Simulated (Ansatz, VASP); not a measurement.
**MnO: VASP beside Ansatz**

```xyz
2
Lattice="0.0000 2.2220 2.2220 2.2220 0.0000 2.2220 2.2220 2.2220 0.0000" Properties=species:S:1:pos:R:3 pbc="T T T"
Mn    0.0000    0.0000    0.0000
O     2.2220    2.2220    2.2220
```

Alike in both runs: task single point; functional PBE; k mesh 9 × 9 × 9; occupations fermi-dirac, width 0.05 eV; collinear spin; fixed moment 3 μB.

```csv
,VASP,Ansatz
version,VASP 6.6.1,Ansatz 0.2.0
potentials or method,"VASP PAW PBE potentials, release 64 (Mn_sv, O)",Ansatz PAW
plane-wave cutoff (eV),700,420
valence electrons in the cell,21,21
```

|  | VASP | Ansatz | Ansatz less VASP |
| --- | --- | --- | --- |
| pressure (GPa) | -23.9 | -23.2 | +0.75 |
| net moment per atom (μB) | 1.50 | 1.50 | 0.000 |
| size of the moment on the site where the two differ most (μB) | 2.83 | 2.76 | -0.067 |

Site moments also hang on the region over which each program counts them. With one functional, cell and mesh, what is left measures potentials, basis and numerics.
